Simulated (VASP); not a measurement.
A run of VASP 6.6.1 is set up as follows.

The input INCAR:

```
PREC = Accurate
ENCUT = 520
EDIFF = 1E-7
ISMEAR = 0
SIGMA = 0.02
LREAL = F
LASPH = T
NELM = 80
ALGO = Normal
ISIF = 2
LWAVE = F
LCHARG = F
GGA = PS
NBANDS = 20
```

Contents of KPOINTS:

```
Automatic mesh
0
Gamma
  12 12 2
```

POSCAR

```
Te2Mo
1.0
    3.4705296201      0.0000000000      0.0000000000
   -1.7352648101      3.0055668155      0.0000000000
    0.0000000000      0.0000000000      7.7722135644
Te Mo
2 1
Direct
    0.3333333333      0.6666666667      0.7672089552
    0.3333333333      0.6666666667      0.2327910448
    0.0000000000      0.0000000000      0.0000000000
```

Potentials or basis: VASP PAW PBE potentials, release 64 (Te, Mo_sv).

The run is started by

```console
$ cat potpaw_PBE.64/Te/POTCAR potpaw_PBE.64/Mo_sv/POTCAR > POTCAR
$ mpirun -np 1 vasp_std > vasp.out
```

What does it give for the pressure?

1.1 GPa.

Predict the largest force.

0.031 eV/Å.

Predict the band gap on the k mesh.

0.98 eV, indirect (least direct gap 1.23 eV).

Stress tensor (GPa, compression positive):
```
1.09 0.00 0.00
0.00 1.09 0.00
0.00 0.00 1.18
```

Caveat: the PAW data sets were made with another functional, which shifts forces and pressure a little; spin-orbit coupling is left out, which moves the levels of the heavy elements; this functional lacks dispersion, which binds the layers, so the pressure and a relaxed spacing across them are unreliable. A k mesh can miss the band edges.
